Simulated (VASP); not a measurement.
# La (P6/mmm) in VASP: single point with LDA

Aim: the single point of La with LDA.

Program: VASP 6.6.1. These are calculated values, not measurements. Logs are shortened: lines on timing, memory, paths and dates and some standing lists are left out, and cuts for length are marked.

**1. The cell of the first run**

Symmetry: P6/mmm, No. 191, hexagonal system. The conventional cell has a = 4.297 Å, b = 4.297 Å, c = 7.013 Å, α = 90.00°, β = 90.00°, γ = 120.00°. Within 5.6 Å of La (site symmetry 6/mmm) lie 6 La at 4.30 Å.

This isn't the form of La at room conditions, which is double hcp.

**2. Single point, LDA**

Input file INCAR:

```
PREC     = Accurate       # precision mode
ENCUT    = 500            # plane-wave cutoff, eV
EDIFF    = 1E-6           # SCF threshold, eV
ISMEAR   = 1              # smearing method
SIGMA    = 0.15           # smearing width, eV
LREAL    = False          # projectors in reciprocal space
LASPH    = True           # aspherical terms in the spheres
NELM     = 200            # most SCF steps
ALGO     = Normal         # electronic algorithm
ISIF     = 2              # what is computed and relaxed
LWAVE    = False          # write WAVECAR
LCHARG   = True           # write CHGCAR
GGA      = CA             # functional
LELF     = True           # ELF
LVHAR    = True         
NBANDS   = 12             # bands
GGA_COMPAT= False        
LMAXMIX  = 6              # l up to which the mixer works
```

Input file KPOINTS:

```
Automatic mesh
0
Gamma
  6 6 4
```

Input file POSCAR:

```
La
1.0
    4.2970000000      0.0000000000      0.0000000000
   -2.1485000000      3.7213110000      0.0000000000
    0.0000000000      0.0000000000      7.0130000000
La
1
Direct
    0.0000000000      0.0000000000      0.0000000000
```

Potentials or basis: VASP PAW LDA potentials, release 64 (La).

Command:

```bash
> cat potpaw_LDA.64/La/POTCAR > POTCAR
> mpirun -np 1 vasp_std > vasp.out
```

OUTCAR:

```text
PREC = Accurate
   ENCUT = 500
   EDIFF = 1E-6
   ISMEAR = 1
   LREAL = False
   LASPH = True
   NELM = 200
   ISIF = 2
   GGA = CA

 ion  position               nearest neighbor table
   1  0.000  0.000  0.000-

  LATTYP: Found a hexagonal cell.
 ALAT       =     4.2970000000
 C/A-ratio  =     1.6320688853

  Lattice vectors:

 A1 = (   4.2970000000,   0.0000000000,   0.0000000000)
 A2 = (  -2.1485000000,   3.7213110000,   0.0000000000)
 A3 = (   0.0000000000,   0.0000000000,   7.0130000000)

Analysis of symmetry for initial positions (statically):
=====================================================================
 Subroutine PRICEL returns:
 Original cell was already a primitive cell.

 Routine SETGRP: Setting up the symmetry group for a
 hexagonal supercell.

 Subroutine GETGRP returns: Found 24 space group operations
 (whereof 24 operations were pure point group operations)
 out of a pool of 24 trial point group operations.

The static configuration has the point symmetry D_6h.

Analysis of symmetry for dynamics (positions and initial velocities):
=====================================================================
 Subroutine PRICEL returns:
 Original cell was already a primitive cell.

 Routine SETGRP: Setting up the symmetry group for a
 hexagonal supercell.

 Subroutine GETGRP returns: Found 24 space group operations
 (whereof 24 operations were pure point group operations)
 out of a pool of 24 trial point group operations.

The dynamic configuration has the point symmetry D_6h.

 Subroutine INISYM returns: Found 24 space group operations
 (whereof 24 operations are pure point group operations),
 and found     1 'primitive' translations

----------------------------------------------------------------------------------------

                                     Primitive cell

  volume of cell :     112.1412

  direct lattice vectors                    reciprocal lattice vectors
     4.297000000  0.000000000  0.000000000     0.232720503  0.134361251  0.000000000
    -2.148500000  3.721311000  0.000000000     0.000000000  0.268722501  0.000000000
     0.000000000  0.000000000  7.013000000     0.000000000  0.000000000  0.142592329

  length of vectors
     4.297000000  4.296999861  7.013000000     0.268722493  0.268722501  0.142592329

  position of ions in fractional coordinates (direct lattice)
     0.000000000  0.000000000  0.000000000

  ion indices of the primitive-cell ions
   primitive index   ion index
                 1           1

----------------------------------------------------------------------------------------

 KPOINTS: Automatic mesh

Automatic generation of k-mesh.
 Grid dimensions read from file:
 generate k-points for:    6    6    4

 Generating k-lattice:

  Cartesian coordinates                     Fractional coordinates (reciprocal lattice)
     0.038786750  0.022393542  0.000000000     0.166666667  0.000000000  0.000000000
     0.000000000  0.044787084  0.000000000     0.000000000  0.166666667  0.000000000
     0.000000000  0.000000000  0.035648082     0.000000000  0.000000000  0.250000000

  Length of vectors
     0.044787082  0.044787084  0.035648082

  Shift w.r.t. Gamma in fractional coordinates (k-lattice)
     0.000000000  0.000000000  0.000000000

 Subroutine IBZKPT returns following result:
 ===========================================

 Found     21 irreducible k-points:

 Following reciprocal coordinates:
            Coordinates               Weight
  0.000000  0.000000  0.000000      1.000000
  0.166667  0.000000  0.000000      6.000000
  0.333333  0.000000  0.000000      6.000000
  0.500000  0.000000  0.000000      3.000000
  0.166667  0.166667  0.000000      6.000000
  0.333333  0.166667  0.000000     12.000000
[... 13 lines left out ...]
  0.333333  0.166667  0.500000     12.000000
  0.333333  0.333333  0.500000      2.000000
   k-points           NKPTS =     21   k-points in BZ     NKDIM =     21   number of bands    NBANDS=     12
   number of dos      NEDOS =    301   number of ions     NIONS =      1
   total plane-waves  NPLWV =  55296
   dimension x,y,z NGX =    32 NGY =   32 NGZ =   54
   dimension x,y,z NGXF=    64 NGYF=   64 NGZF=  108
   ions per type =               1
   NGX,Y,Z   is equivalent  to a cutoff of  12.38, 12.38, 12.80 a.u.
   NGXF,Y,Z  is equivalent  to a cutoff of  24.76, 24.76, 25.60 a.u.
 SYSTEM =  unknown system
   PREC   = accura    normal or accurate (medium, high low for compatibility)
   ISTART =      0    job   : 0-new  1-cont  2-samecut
   ICHARG =      2    charge: 1-file 2-atom 10-const
   ISPIN  =      1    spin polarized calculation?
   LNONCOLLINEAR =      F non collinear calculations
   LSORBIT =      F    spin-orbit coupling
   LASPH  =      T    aspherical Exc in radial PAW
   ENCUT  =  500.0 eV  36.75 Ry    6.06 a.u.   7.83  7.83 12.79*2*pi/ulx,y,z
   NELM   =    200;   NELMIN=  2; NELMDL= -5     # of ELM steps
   EDIFF  = 0.1E-05   stopping-criterion for ELM
   LREAL  =      F    real-space projection
   EDIFFG = 0.1E-04   stopping-criterion for IOM
   NSW    =      0    number of steps for IOM
   IBRION =     -1    ionic relax: 0-MD 1-quasi-New 2-CG
   NFREE  =      0    steps in history (QN), initial steepest desc. (CG)
   ISIF   =      2    stress and relaxation
   ISYM   =      2    0-nonsym 1-usesym 2-fastsym
   POTIM  = 0.5000    time-step for ionic-motion
   TEBEG  =    0.0;   TEEND  =   0.0 temperature during run
   PSTRESS=    0.0 pullay stress
   NELECT =      11.0000    total number of electrons
   NUPDOWN=      -1.0000    fix difference up-down
   EMIN   =  10.00;   EMAX   =-10.00  energy-range for DOS
   EFERMI =   0.00;   METHOD = LEGACY
   ISMEAR =     1;   SIGMA  =   0.15  broadening in eV -4-tet -1-fermi 0-gaus
   EFERMI_NEDOS =   21; number of points for ismear=-14 and -15
   IALGO  =     38    algorithm
   IMIX   =      4    mixing-type and parameters
     AMIX     =   0.40;   BMIX     =  1.00
     AMIX_MAG =   1.60;   BMIX_MAG =  1.00
  volume/ion in A,a.u.               =     112.14       756.77
  Fermi-wavevector in a.u.,A,eV,Ry     =   0.755006  1.426755  7.755794  0.570035
  Thomas-Fermi vector in A             =   1.852803
   LORBIT       =      0    0 simple, 1 ext, 2 COOP (PROOUT), +10 PAW based schemes
   GGA     = CA    functional components
   LHFCALC =     F    Hartree Fock is set to
   AEXX    =    0.0000 exact exchange contribution
   IVDW    =     0    specifies the selected vdW correction
   LEPSILON=     F    determine dielectric tensor
   LRPA    =     F    only Hartree local field effects (RPA)
 non-spin polarized calculation
 Methfessel and Paxton  Order N= 1 SIGMA  =   0.15
  energy-cutoff  :      500.00
  volume of cell :      112.14
 maximum number of plane-waves:      2864
 NGX is ok and might be reduce to    32
   NGX = 15   NGY = 15   NGZ = 25

 number of electron      11.0000001 magnetization

 Free energy of the ion-electron system (eV)
  ---------------------------------------------------
  ext. energy  EPLUGINS =         0.00000000
  ---------------------------------------------------
  free energy    TOTEN  =        -3.22459598 eV

  energy without entropy =       -3.21426126  energy(sigma->0) =       -3.22115107

 E-fermi :   0.8748     XC(G=0):  -5.6681

 val. band max:        0.8514636155   @ k =   0.3333   0.1667   0.2500
 cond. band min:       0.8748713869   @ k =   0.1667   0.1667   0.0000
 fundamental gap:      0.0234077713
 Fermi energy:         0.8747520317

 k-point     1 :       0.0000    0.0000    0.0000
  band No.  band energies     occupation
      1     -33.1523      2.00000
      2     -16.9421      2.00000
      3     -16.5648      2.00000
      4     -16.5648      2.00000
      5      -1.4708      2.00000
      6       0.7602      1.96038
      7       1.1612     -0.02118
      8       1.1977     -0.00945
      9       1.3056     -0.00038
     10       1.3056     -0.00037
     11       1.3433     -0.00009
     12       1.3433     -0.00009

 k-point     2 :       0.1667    0.0000    0.0000
  band No.  band energies     occupation
      1     -33.1469      2.00000
      2     -16.9328      2.00000
      3     -16.6368      2.00000
      4     -16.5818      2.00000
      5      -1.0278      2.00000
      6       0.9355      0.37296
      7       1.0779     -0.06659
      8       1.1350     -0.03412
      9       1.2922     -0.00060
     10       1.3234     -0.00020
     11       1.3290     -0.00016
     12       1.3754     -0.00003

 k-point     3 :       0.3333    0.0000    0.0000
  band No.  band energies     occupation
      1     -33.1361      2.00000
      2     -16.9140      2.00000
      3     -16.7767      2.00000
      4     -16.6157      2.00000
      5      -0.1833      2.00000
      6       0.9728      0.11477
      7       0.9968      0.01301
      8       1.1838     -0.01310
      9       1.2505     -0.00227
     10       1.2919     -0.00060
     11       1.3650     -0.00004
     12       1.3677     -0.00003
[... 241 lines left out ...]
 k-point    20 :       0.3333    0.1667    0.5000
  band No.  band energies     occupation
      1     -33.1306      2.00000
      2     -16.9049      2.00000
      3     -16.8097      2.00000
      4     -16.6695      2.00000
      5       0.4020      2.00008
      6       0.7815      1.85883
      7       1.1549     -0.02395
      8       1.2106     -0.00686
      9       1.2607     -0.00166
     10       1.3221     -0.00021
     11       1.3483     -0.00008
     12       1.4080     -0.00001

 k-point    21 :       0.3333    0.3333    0.5000
  band No.  band energies     occupation
      1     -33.1279      2.00000
      2     -16.9002      2.00000
      3     -16.7617      2.00000
      4     -16.7617      2.00000
      5       1.0513     -0.07016
      6       1.0513     -0.07016
      7       1.0782     -0.06650
      8       1.0782     -0.06650
      9       1.2469     -0.00252
     10       1.3129     -0.00029
     11       1.4195     -0.00000
     12       1.4203     -0.00000

------------------------ aborting loop because EDIFF is reached ----------------------------------------

  FORCE on cell =-STRESS in cart. coord.  units (eV):
  Direction    XX          YY          ZZ          XY          YZ          ZX
  --------------------------------------------------------------------------------------
  -------------------------------------------------------------------------------------
  Total       -3.4485362     -3.4485359     -0.5920854     -0.0000000     -0.0000000      0.0000000
  in kB      -49.2697333    -49.2697291     -8.4592088     -0.0000000     -0.0000000      0.0000000
  external PRESSURE =     -35.6662237 kB  Pullay stress =       0.0000000 kB

 VOLUME and BASIS-vectors are now :
 -----------------------------------------------------------------------------
  energy-cutoff  :      500.00
  volume of cell :      112.14
      direct lattice vectors                 reciprocal lattice vectors
     4.297000000  0.000000000  0.000000000     0.232720503  0.134361251  0.000000000
    -2.148500000  3.721311000  0.000000000     0.000000000  0.268722501  0.000000000
     0.000000000  0.000000000  7.013000000     0.000000000  0.000000000  0.142592329

 POSITION                                       TOTAL-FORCE (eV/Angst)
 -----------------------------------------------------------------------------------
      0.00000      0.00000      0.00000        -0.000000      0.000000      0.000000
 -----------------------------------------------------------------------------------
    total drift:                               -0.000000     -0.000000     -0.000000

  FREE ENERGIE OF THE ION-ELECTRON SYSTEM (eV)
  ---------------------------------------------------
  free  energy   TOTEN  =        -3.2245959800 eV

  energy  without entropy=       -3.2142612593  energy(sigma->0) =       -3.22115107
```

It took 49 s on 1 thread of AMD EPYC 7R13 (Zen 3), shared host; peak memory 0.16 GiB.

Results:

* Free energy: -3.2246 eV
* Pressure: -3.6 GPa
* Band gap on the k mesh: zero (an odd number of electrons rules out a gap without spin polarisation)

Stress tensor (GPa, compression positive):
```
-4.93  0.00  0.00
 0.00 -4.93  0.00
 0.00  0.00 -0.85
```

Levels at points of the mesh, in eV from the Fermi level:
```
           k point  band 2  band 3  band 4  band 5  band 6  band 7  band 8  band 9
(0.00, 0.00, 0.00)  -17.82  -17.44  -17.44   -2.35   -0.11    0.29    0.32    0.43
(0.50, 0.00, 0.00)  -17.78  -17.72  -17.51   -0.92   -0.06    0.33    0.35    0.44
(0.00, 0.00, 0.50)  -17.82  -17.44  -17.44   -2.20    0.05    0.32    0.40    0.43
(0.50, 0.00, 0.50)  -17.78  -17.72  -17.51   -0.89   -0.22    0.34    0.35    0.40
```

Caveat: the cell stands under tension; spin-orbit coupling is left out, which moves the levels of the heavy elements.

The gap in the log of VASP goes by the Fermi energy; the results here count the filled bands.